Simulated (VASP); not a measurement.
**LiHSO4: single point with LDA**

Crystal: LiHSO4.

```xyz
28
Lattice="5.3415 0.0000 0.0000 0.0000 7.3737 0.0000 -0.0227 0.0000 8.5597" Properties=species:S:1:pos:R:3 pbc="T T T"
Li    2.5375    2.3274    0.3200
Li    2.2967    5.9995    4.4747
Li    2.6933    5.4271    8.4036
Li    2.7310    1.3617    4.3751
H     4.6277    4.3800    6.6806
H     0.6481    1.0130    6.1945
H     0.5218    2.8480    1.9101
H     4.8056    6.4596    2.4043
S     1.1695    3.4553    6.2459
S     4.1946    7.1192    6.3704
S     3.9766    3.9782    2.4952
S     1.3708    0.2372    1.9621
O     1.9092    3.5293    7.5143
O     3.3674    7.1870    5.1809
O     3.2937    3.8576    1.2040
O     1.7751    0.0858    3.3383
O     1.2889    2.0137    5.7617
O     4.0671    5.6896    6.9068
O     3.9237    5.3025    3.0294
O     1.3235    1.6801    1.6245
O     1.4845    4.4822    5.3108
O     3.6803    0.6545    7.4084
O     3.4556    3.0111    3.4861
O     2.2482    6.8233    1.0519
O     5.0935    3.5078    6.5253
O     0.2824    7.4191    6.0696
O     0.0661    3.7572    2.1912
O     5.3098   -0.2538    1.7641
```

| Quantity | Value |
| --- | --- |
| Program | VASP 6.6.1 |
| Task | single point |
| Functional | LDA |
| Potentials or basis | VASP PAW LDA potentials, release 64 (Li_sv, H_h, S, O_h) |
| Cutoff | 910 eV |
| k mesh | 2 × 1 × 1 |
| Occupations | fermi-dirac, width 0.05 eV |
| Spin | no spin polarisation |

```yaml
Pressure: -1.4 GPa
Largest_force: 4.783 eV/Å
Band_gap_on_the_k_mesh: 5.41 eV
```

Forces in eV/Å, atoms in the order of the input:
```
Li   0.303  0.102 -0.396
Li  -0.212 -0.760 -0.451
Li   0.229 -0.313  0.119
Li  -0.194  0.746 -0.022
H   -0.404  1.724  0.003
H    0.354  1.209 -0.235
H   -0.545  0.071  0.421
H    0.165 -0.253 -0.155
S    2.266 -2.378  0.514
S   -2.194 -0.539  4.215
S   -2.156 -2.677  0.685
S    1.568 -1.187 -1.786
O    0.029  0.708 -0.515
O    0.907  0.489 -0.436
O   -0.421  0.198 -0.079
O   -0.271 -0.082  0.348
O    1.422  2.994 -0.643
O    0.353  1.781 -0.544
O    0.018  2.049  0.526
O    0.317 -0.809 -0.532
O    0.676  0.046 -0.419
O    0.954 -0.747 -1.353
O    0.766  0.619 -1.224
O   -1.506  1.768  1.282
O   -2.731 -1.470  0.577
O   -0.864 -2.826 -0.093
O    2.347 -0.291 -0.023
O   -1.175 -0.173  0.216
```

Stress tensor (GPa, compression positive):
```
 2.36  0.60  2.33
 0.60 -4.13  0.34
 2.33  0.34 -2.41
```

Levels at points of the mesh, in eV from the valence-band top:
| k point | band 65 | band 66 | band 67 | band 68 | band 69 | band 70 | band 71 | band 72 |
| --- | --- | --- | --- | --- | --- | --- | --- | --- |
| (0.00, 0.00, 0.00) | -0.30 | -0.18 | -0.12 | 0.00 | 5.41 | 6.89 | 7.50 | 7.75 |
| (0.50, 0.00, 0.00) | -0.25 | -0.20 | -0.14 | -0.01 | 6.47 | 7.22 | 7.48 | 7.69 |

It took 3.5 min on 1 thread of Intel(R) Xeon(R) Platinum 8375C CPU @ 2.90GHz (Ice Lake), on a shared host, peak memory 0.6 GiB.

Caveat: the k points lie up to 0.85 Å⁻¹ apart; the cutoff is under 1.25 times the usual one of these potentials, so pressure, stress and relaxed cells hold a basis-set (Pulay) error; forces of over 1 eV/Å act on the atoms, so gaps and moduli don't describe the material at rest.
